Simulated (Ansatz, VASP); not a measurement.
HfN in VASP and in Ansatz

File INCAR:

```
SYSTEM = HfN
PREC = Accurate
ENCUT = 520
EDIFF = 1E-7
ISMEAR = -1
SIGMA = 0.05
LREAL = .False.
LASPH = .True.
NELM = 80
ALGO = Normal
ISIF = 2
LWAVE = .False.
LCHARG = .False.
NBANDS = 23
```

Contents of KPOINTS:

```
Automatic mesh
0
Gamma
  8 8 4
  0 0 0
```

POSCAR

```
HfN
1.0
    3.1339080000      0.0000000000      0.0000000000
   -1.5669540000      2.7140440000      0.0000000000
    0.0000000000      0.0000000000      5.4167680000
Hf N
2 2
Direct
    0.6666666667      0.3333333333      0.7500000000
    0.3333333333      0.6666666667      0.2500000000
    0.0000000000      0.0000000000      0.0000000000
    0.0000000000      0.0000000000      0.5000000000
```

Input for Ansatz:

```yaml
crystal:
  lattice:
    - [3.133908, 0.0, 0.0]
    - [-1.566954, 2.714044, 0.0]
    - [0.0, 0.0, 5.416768]
  atoms:
    - { symbol: Hf, position: [0.6666666666666666, 0.3333333333333333, 0.75] }
    - { symbol: Hf, position: [0.3333333333333333, 0.6666666666666666, 0.25] }
    - { symbol: "N", position: [0.0, 0.0, 0.0] }
    - { symbol: "N", position: [0.0, 0.0, 0.5] }
basis:
  ecutwfc: 550.0
kpoints:
  mp_grid:
    grid: [8, 8, 4]
hamiltonian:
  xc: lda
scf:
  occupations:
    method: fermi_dirac
    width: 0.05
output:
  stress: true
```

Alike in both runs: task single point; functional LDA; k mesh 8 × 8 × 4; occupations fermi-dirac, width 0.05 eV; no spin polarisation.

|  | VASP | Ansatz |
| --- | --- | --- |
| version | VASP 6.6.1 | Ansatz 0.2.0 |
| potentials or method | VASP PAW LDA potentials, release 64 (Hf_pv, N), cutoff 520 eV | plane waves, PAW |
| valence electrons in the cell | 30 | 62 |

```tsv
	VASP	Ansatz	Ansatz less VASP
pressure (GPa)	-9.8	-8.7	+1.10
traceless stress, the component that is largest in VASP (GPa)	-0.09	-0.06	+0.031
```

LDA's correlation is that of Perdew and Zunger in VASP and of Perdew and Wang (1992) in Ansatz. VASP's potentials hold 30 valence electrons a cell and Ansatz's 62, so a difference there can come from the potentials and not from the codes.

Neither program's run includes spin-orbit coupling.
